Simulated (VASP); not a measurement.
Input of a VASP 6.6.1 run:

The input INCAR:

```
ALGO     = Normal         # electronic algorithm
EDIFF    = 1E-6           # SCF threshold, eV
ENCUT    = 520            # plane-wave cutoff, eV
GGA      = PE             # functional
ISIF     = 2              # what is computed and relaxed
ISMEAR   = 0              # smearing method
LASPH    = T              # aspherical terms in the spheres
LCHARG   = F              # write CHGCAR
LREAL    = F              # projectors in reciprocal space
LWAVE    = F              # write WAVECAR
NBANDS   = 34             # bands
NELM     = 80             # most SCF steps
PREC     = Accurate       # precision mode
SIGMA    = 0.1            # smearing width, eV
```

Contents of KPOINTS:

```
k-points
0
Gamma
  3 3 4
```

POSCAR

```
Mg3I4F2
1.0
    6.7711771800      0.0000000000      0.0000000000
   -3.3855885900      5.8640114514      0.0000000000
    0.0000000000      0.0000000000      6.4175656496
Mg I F
3 4 2
Direct
    0.5000000000      0.0000000000      0.5000000000
    0.0000000000      0.5000000000      0.5000000000
    0.5000000000      0.5000000000      0.5000000000
    0.3333333333      0.6666666667      0.0000000000
    0.6666666667      0.3333333333      0.0000000000
    0.0000000000      0.0000000000      0.7516725025
    0.0000000000      0.0000000000      0.2483274975
    0.3333333333      0.6666666667      0.5000000000
    0.6666666667      0.3333333333      0.5000000000
```

Potentials or basis: VASP PAW PBE potentials, release 64 (Mg, I, F).

Command:

```sh
$ cat potpaw_PBE.64/Mg/POTCAR potpaw_PBE.64/I/POTCAR potpaw_PBE.64/F/POTCAR > POTCAR
$ mpirun -np 1 vasp_std > vasp.out
```

Q: Estimate the band gap on the k mesh.

A: Zero (bands 24 and 25 overlap by 0.34 eV).

Q: What does it give for the largest force?

A: 0.012 eV/Å.

Q: What does it give for the pressure?

A: 0.0 GPa.

Forces on the atoms (eV/Å):
```
Mg   0.000  0.000  0.000
Mg   0.000  0.000  0.000
Mg   0.000  0.000  0.000
I    0.000  0.000  0.000
I    0.000  0.000  0.000
I    0.000  0.000 -0.012
I    0.000  0.000  0.012
F    0.000  0.000  0.000
F    0.000  0.000  0.000
```

Caveat: spin-orbit coupling is left out, which moves the levels of the heavy elements.
